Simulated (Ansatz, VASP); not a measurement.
**MgO in VASP and in Ansatz**

INCAR

```
PREC = Accurate ; ENCUT = 520
EDIFF = 1E-6 ; ISMEAR = 0
SIGMA = 0.01 ; LREAL = False
LASPH = True ; NELM = 60
ALGO = Normal ; ISIF = 2
LWAVE = False ; LCHARG = False
GGA = PE ; NBANDS = 11
```

The input KPOINTS:

```
regular mesh
0
Gamma
  3 3 3
```

Contents of POSCAR:

```
MgO
1.0
    0.0000000000      2.1021680256      2.1021680256
    2.1021680256      0.0000000000      2.1021680256
    2.1021680256      2.1021680256      0.0000000000
Mg O
1 1
Direct
    0.0000000000      0.0000000000      0.0000000000
    0.5000000000      0.5000000000      0.5000000000
```

Input for Ansatz:

```yaml
crystal:
  lattice:
    - [0.0, 2.1021680256, 2.1021680256]
    - [2.1021680256, 0.0, 2.1021680256]
    - [2.1021680256, 2.1021680256, 0.0]
  atoms:
    - { symbol: Mg, position: [0.0, 0.0, 0.0] }
    - { symbol: O, position: [0.5, 0.5, 0.5] }
kpoints:
  mp_grid: { grid: [3, 3, 3] }
hamiltonian:
  xc: pbe
scf:
  occupations: { method: fixed }
  n_extra_bands: 4
output:
  forces: true
  stress: true
  eigenvalues: true
```

Alike in both runs: task single point; functional PBE; k mesh 3 × 3 × 3; no spin polarisation.

|  | VASP | Ansatz |
| --- | --- | --- |
| version | VASP 6.6.1 | Ansatz 0.2.0 |
| potentials or method | VASP PAW PBE potentials, release 64 (Mg, O) | plane waves |
| plane-wave cutoff (eV) | 520 | 420 |
| occupations | gaussian, width 0.01 eV | fixed |
| valence electrons in the cell | 8 | 16 |

Ansatz gave:

```
gap on the k mesh at the Fermi level (eV) : 4.75
pressure (GPa)                            : 6.1
```

Task: Estimate VASP's values.

Result: gap on the k mesh at the Fermi level (eV): 4.74; pressure (GPa): 5.4.

VASP's potentials hold 8 valence electrons a cell and Ansatz's 16, so a difference there can come from the potentials and not from the codes.

The k mesh is coarse, so the values compare programs but aren't converged.
